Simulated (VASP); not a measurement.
# MnGa3 (Fm-3m) in VASP: single point with PBE

Aim: the single point of MnGa3 with PBE.

Program: VASP 6.6.1. These are calculated values, not measurements. Logs are shortened: lines on timing, memory, paths and dates and some standing lists are left out, and cuts for length are marked.

### 1 The cell of the first run

Symmetry: Fm-3m, No. 225, cubic system. The conventional cell has a = 6.493 Å, b = 6.493 Å, c = 6.493 Å, α = 90.00°, β = 90.00°, γ = 90.00°. Ga (site symmetry -43m) has 10 Ga at 2.81 to 3.25 Å and 4 Mn at 2.81 Å within 3.7 Å. Within 3.7 Å of Ga (site symmetry m-3m) lie 8 Ga at 2.81 Å and 6 Mn at 3.25 Å. Mn (site symmetry m-3m) has 14 Ga at 2.81 to 3.25 Å within 3.7 Å.

### 2 Single point, PBE, collinear spin, zero start

File INCAR:

```
SYSTEM = MnGa3
PREC     = Accurate       ! precision mode
ENCUT    = 520            ! plane-wave cutoff, eV
EDIFF    = 1E-6           ! SCF threshold, eV
ISMEAR   = 0              ! smearing method
SIGMA    = 0.1            ! smearing width, eV
LREAL    = .False.        ! projectors in reciprocal space
LASPH    = .True.         ! aspherical terms in the spheres
NELM     = 150            ! most SCF steps
ALGO     = Fast           ! electronic algorithm
ISIF     = 2              ! what is computed and relaxed
LWAVE    = .False.        ! write WAVECAR
LCHARG   = .False.        ! write CHGCAR
ISPIN    = 2              ! spin polarisation
MAGMOM   = 0 0 0 0        ! initial moments
LORBIT   = 11             ! projections on sites
NUPDOWN  = 0.0            ! fixed moment
LMAXMIX  = 4              ! l up to which the mixer works
GGA      = PE             ! functional
NBANDS   = 38             ! bands
```

File KPOINTS:

```
regular mesh
0
Gamma
  12 12 12
  0 0 0
```

File POSCAR:

```
MnGa3
1.0
    0.0000000000      3.2467030344      3.2467030344
    3.2467030344      0.0000000000      3.2467030344
    3.2467030344      3.2467030344      0.0000000000
Ga Mn
3 1
Direct
    0.2500000000      0.2500000000      0.2500000000
    0.7500000000      0.7500000000      0.7500000000
    0.5000000000      0.5000000000      0.5000000000
    0.0000000000      0.0000000000      0.0000000000
```

Potentials or basis: VASP PAW PBE potentials, release 64 (Ga_d, Mn_pv).

Launch:

```console
$ cat potpaw_PBE.64/Ga_d/POTCAR potpaw_PBE.64/Mn_pv/POTCAR > POTCAR
$ mpirun -np 1 vasp_std > vasp.out
```

OUTCAR:

```text
SYSTEM = MnGa3
   PREC = Accurate
   ENCUT = 520
   EDIFF = 1E-6
   ISMEAR = 0
   LREAL = .False.
   LASPH = .True.
   NELM = 150
   ISIF = 2
   ISPIN = 2
   LORBIT = 11
   NUPDOWN = 0.0
   GGA = PE

 ion  position               nearest neighbor table
   1  0.250  0.250  0.250-   4 2.81   3 2.81   4 2.81   3 2.81   4 2.81   4 2.81   3 2.81   3 2.81

   2  0.750  0.750  0.750-   3 2.81   3 2.81   4 2.81   4 2.81   3 2.81   3 2.81   4 2.81   4 2.81

   3  0.500  0.500  0.500-   1 2.81   1 2.81   2 2.81   2 2.81   1 2.81   1 2.81   2 2.81   2 2.81

   4  0.000  0.000  0.000-   2 2.81   1 2.81   2 2.81   1 2.81   2 2.81   2 2.81   1 2.81   1 2.81

  LATTYP: Found a face centered cubic cell.
 ALAT       =     6.4934060688

  Lattice vectors:

 A1 = (   0.0000000000,   3.2467030344,   3.2467030344)
 A2 = (   3.2467030344,   0.0000000000,   3.2467030344)
 A3 = (   3.2467030344,   3.2467030344,   0.0000000000)

Analysis of symmetry for initial positions (statically):
=====================================================================
 Subroutine PRICEL returns:
 Original cell was already a primitive cell.

 Routine SETGRP: Setting up the symmetry group for a
 face centered cubic supercell.

 Subroutine GETGRP returns: Found 48 space group operations
 (whereof 48 operations were pure point group operations)
 out of a pool of 48 trial point group operations.

The static configuration has the point symmetry O_h .

Analysis of symmetry for dynamics (positions and initial velocities):
=====================================================================
 Subroutine PRICEL returns:
 Original cell was already a primitive cell.

 Routine SETGRP: Setting up the symmetry group for a
 face centered cubic supercell.

 Subroutine GETGRP returns: Found 48 space group operations
 (whereof 48 operations were pure point group operations)
 out of a pool of 48 trial point group operations.

The dynamic configuration has the point symmetry O_h .

Analysis of structural, dynamic, and magnetic symmetry:
=====================================================================
 Subroutine PRICEL returns:
 Original cell was already a primitive cell.

 Routine SETGRP: Setting up the symmetry group for a
 face centered cubic supercell.

 Subroutine GETGRP returns: Found 48 space group operations
 (whereof 48 operations were pure point group operations)
 out of a pool of 48 trial point group operations.

The overall configuration has the point symmetry O_h .

 Subroutine INISYM returns: Found 48 space group operations
 (whereof 48 operations are pure point group operations),
 and found     1 'primitive' translations

----------------------------------------------------------------------------------------

                                     Primitive cell

  volume of cell :      68.4475

  direct lattice vectors                    reciprocal lattice vectors
     0.000000000  3.246703034  3.246703034    -0.154002382  0.154002382  0.154002382
     3.246703034  0.000000000  3.246703034     0.154002382 -0.154002382  0.154002382
     3.246703034  3.246703034  0.000000000     0.154002382  0.154002382 -0.154002382

  length of vectors
     4.591531464  4.591531464  4.591531464     0.266739950  0.266739950  0.266739950

  position of ions in fractional coordinates (direct lattice)
     0.250000000  0.250000000  0.250000000
     0.750000000  0.750000000  0.750000000
     0.500000000  0.500000000  0.500000000
     0.000000000  0.000000000  0.000000000

  ion indices of the primitive-cell ions
   primitive index   ion index
                 1           1
                 2           2
                 3           3
                 4           4

----------------------------------------------------------------------------------------

 KPOINTS: regular mesh

Automatic generation of k-mesh.
 Grid dimensions read from file:
 generate k-points for:   12   12   12

 Generating k-lattice:

  Cartesian coordinates                     Fractional coordinates (reciprocal lattice)
    -0.012833532  0.012833532  0.012833532     0.083333333  0.000000000  0.000000000
     0.012833532 -0.012833532  0.012833532     0.000000000  0.083333333  0.000000000
     0.012833532  0.012833532 -0.012833532     0.000000000  0.000000000  0.083333333

  Length of vectors
     0.022228329  0.022228329  0.022228329

  Shift w.r.t. Gamma in fractional coordinates (k-lattice)
     0.000000000  0.000000000  0.000000000

 Subroutine IBZKPT returns following result:
 ===========================================

 Found     72 irreducible k-points:

 Following reciprocal coordinates:
            Coordinates               Weight
  0.000000  0.000000  0.000000      1.000000
  0.083333  0.000000  0.000000      8.000000
  0.166667  0.000000  0.000000      8.000000
  0.250000  0.000000  0.000000      8.000000
  0.333333  0.000000  0.000000      8.000000
  0.416667  0.000000  0.000000      8.000000
[... 16 lines left out ...]
  0.500000  0.166667  0.000000     24.000000
 -0.416667  0.166667  0.000000     24.000000
 [... further k-points ...]
   k-points           NKPTS =     72   k-points in BZ     NKDIM =     72   number of bands    NBANDS=     38
   number of dos      NEDOS =    301   number of ions     NIONS =      4
   total plane-waves  NPLWV =  46656
   dimension x,y,z NGX =    36 NGY =   36 NGZ =   36
   dimension x,y,z NGXF=    72 NGYF=   72 NGZF=   72
   ions per type =               3   1
   NGX,Y,Z   is equivalent  to a cutoff of  13.03, 13.03, 13.03 a.u.
   NGXF,Y,Z  is equivalent  to a cutoff of  26.07, 26.07, 26.07 a.u.
 SYSTEM =  MnGa3
   PREC   = accura    normal or accurate (medium, high low for compatibility)
   ISTART =      0    job   : 0-new  1-cont  2-samecut
   ICHARG =      2    charge: 1-file 2-atom 10-const
   ISPIN  =      2    spin polarized calculation?
   LNONCOLLINEAR =      F non collinear calculations
   LSORBIT =      F    spin-orbit coupling
   LASPH  =      T    aspherical Exc in radial PAW
   ENCUT  =  520.0 eV  38.22 Ry    6.18 a.u.   8.54  8.54  8.54*2*pi/ulx,y,z
   NELM   =    150;   NELMIN=  2; NELMDL= -5     # of ELM steps
   EDIFF  = 0.1E-05   stopping-criterion for ELM
   LREAL  =      F    real-space projection
   EDIFFG = 0.1E-04   stopping-criterion for IOM
   NSW    =      0    number of steps for IOM
   IBRION =     -1    ionic relax: 0-MD 1-quasi-New 2-CG
   NFREE  =      0    steps in history (QN), initial steepest desc. (CG)
   ISIF   =      2    stress and relaxation
   ISYM   =      2    0-nonsym 1-usesym 2-fastsym
   POTIM  = 0.5000    time-step for ionic-motion
   TEBEG  =    0.0;   TEEND  =   0.0 temperature during run
   PSTRESS=    0.0 pullay stress
   NELECT =      52.0000    total number of electrons
   NUPDOWN=       0.0000    fix difference up-down
   EMIN   =  10.00;   EMAX   =-10.00  energy-range for DOS
   EFERMI =   0.00;   METHOD = LEGACY
   ISMEAR =     0;   SIGMA  =   0.10  broadening in eV -4-tet -1-fermi 0-gaus
   EFERMI_NEDOS =   21; number of points for ismear=-14 and -15
   IALGO  =     68    algorithm
   IMIX   =      4    mixing-type and parameters
     AMIX     =   0.40;   BMIX     =  1.00
     AMIX_MAG =   1.60;   BMIX_MAG =  1.00
  volume/ion in A,a.u.               =      17.11       115.48
  Fermi-wavevector in a.u.,A,eV,Ry     =   1.493792  2.822857 30.360226  2.231414
  Thomas-Fermi vector in A             =   2.606147
   LORBIT       =     11    0 simple, 1 ext, 2 COOP (PROOUT), +10 PAW based schemes
   GGA     = PE    functional components
   LHFCALC =     F    Hartree Fock is set to
   AEXX    =    0.0000 exact exchange contribution
   IVDW    =     0    specifies the selected vdW correction
   LEPSILON=     F    determine dielectric tensor
   LRPA    =     F    only Hartree local field effects (RPA)
 spin polarized calculation
 RMM-DIIS sequential band-by-band and
 Gauss-broadening in eV      SIGMA  =   0.10
  energy-cutoff  :      520.00
  volume of cell :       68.45
 maximum number of plane-waves:      1868
 NGX is ok and might be reduce to    36
   NGX = 17   NGY = 17   NGZ = 17

 number of electron      51.9999983 magnetization       0.0000000

 number of electron      51.9999983 magnetization      -0.0000000

 Free energy of the ion-electron system (eV)
  ---------------------------------------------------
  ext. energy  EPLUGINS =         0.00000000
  ---------------------------------------------------
  free energy    TOTEN  =       -15.81513657 eV

  energy without entropy =      -15.78620228  energy(sigma->0) =      -15.80066942

 E-fermi :   6.1831     XC(G=0): -11.4849

 val. band max:        6.1758868417   @ k =  -0.4167   0.2500   0.0833
 cond. band min:       6.1836214566   @ k =   0.3333   0.2500   0.0000
 fundamental gap:      0.0077346149
 Fermi energy:         6.1833938414

 spin component 1

 k-point     1 :       0.0000    0.0000    0.0000
  band No.  band energies     occupation
      1     -41.2358      1.00000
      2     -41.2358      1.00000
      3     -41.2358      1.00000
      4      -8.8501      1.00000
      5      -8.8501      1.00000
      6      -8.8408      1.00000
[... 30 lines left out ...]
     37      14.0014      0.00000
     38      14.0014      0.00000
[... 941 lines left out ...]
     37      16.3323      0.00000
     38      16.6816      0.00000

 [... further k-points ...]

 spin component 2

 k-point     1 :       0.0000    0.0000    0.0000
  band No.  band energies     occupation
      1     -41.2360      1.00000
      2     -41.2360      1.00000
      3     -41.2360      1.00000
      4      -8.8501      1.00000
      5      -8.8501      1.00000
      6      -8.8408      1.00000
[... 30 lines left out ...]
     37      14.0013      0.00000
     38      14.0013      0.00000
[... 941 lines left out ...]
     37      16.3324      0.00000
     38      16.6816      0.00000

 [... further k-points ...]

------------------------ aborting loop because EDIFF is reached ----------------------------------------

  FORCE on cell =-STRESS in cart. coord.  units (eV):
  Direction    XX          YY          ZZ          XY          YZ          ZX
  --------------------------------------------------------------------------------------
  -------------------------------------------------------------------------------------
  Total       -3.6954851     -3.6954851     -3.6954851     -0.0000000     -0.0000000     -0.0000000
  in kB      -86.5016389    -86.5016389    -86.5016389     -0.0000000     -0.0000000     -0.0000000
  external PRESSURE =     -86.5016389 kB  Pullay stress =       0.0000000 kB

 VOLUME and BASIS-vectors are now :
 -----------------------------------------------------------------------------
  energy-cutoff  :      520.00
  volume of cell :       68.45
      direct lattice vectors                 reciprocal lattice vectors
     0.000000000  3.246703034  3.246703034    -0.154002382  0.154002382  0.154002382
     3.246703034  0.000000000  3.246703034     0.154002382 -0.154002382  0.154002382
     3.246703034  3.246703034  0.000000000     0.154002382  0.154002382 -0.154002382

 POSITION                                       TOTAL-FORCE (eV/Angst)
 -----------------------------------------------------------------------------------
      1.62335      1.62335      1.62335        -0.000000     -0.000000     -0.000000
      4.87005      4.87005      4.87005         0.000000      0.000000     -0.000000
      3.24670      3.24670      3.24670         0.000000      0.000000     -0.000000
      0.00000      0.00000      0.00000         0.000000      0.000000      0.000000
 -----------------------------------------------------------------------------------
    total drift:                                0.000000      0.000000      0.000000

  FREE ENERGIE OF THE ION-ELECTRON SYSTEM (eV)
  ---------------------------------------------------
  free  energy   TOTEN  =       -15.8151365668 eV

  energy  without entropy=      -15.7862022756  energy(sigma->0) =      -15.80066942

 total charge

# of ion       s       p       d       tot
------------------------------------------
    1        0.952   0.619   9.971  11.542
    2        0.952   0.619   9.971  11.542
    3        0.967   0.586   9.975  11.528
    4        0.276   6.116   5.162  11.554
--------------------------------------------------
tot          3.146   7.941  35.079  46.166

 magnetization (x)

# of ion       s       p       d       tot
------------------------------------------
    1        0.000   0.000   0.000   0.000
    2        0.000   0.000   0.000   0.000
    3        0.000   0.000   0.000   0.000
    4        0.000   0.000  -0.000  -0.000
--------------------------------------------------
tot          0.000   0.000  -0.000  -0.000
```

It took 4.3 min on 1 thread of Intel Xeon Platinum 8488C (Sapphire Rapids), shared host; peak memory 0.42 GiB.

What came out:

```yaml
Free_energy: -15.8151 eV
Pressure: -8.7 GPa
Net_moment: 0.00 μB per cell
Valence_electrons_inside_the_program's_atomic_spheres: Ga 11.54, 11.53; Mn 11.55
```

Caveat: the total moment is fixed, so each spin has its own Fermi level.
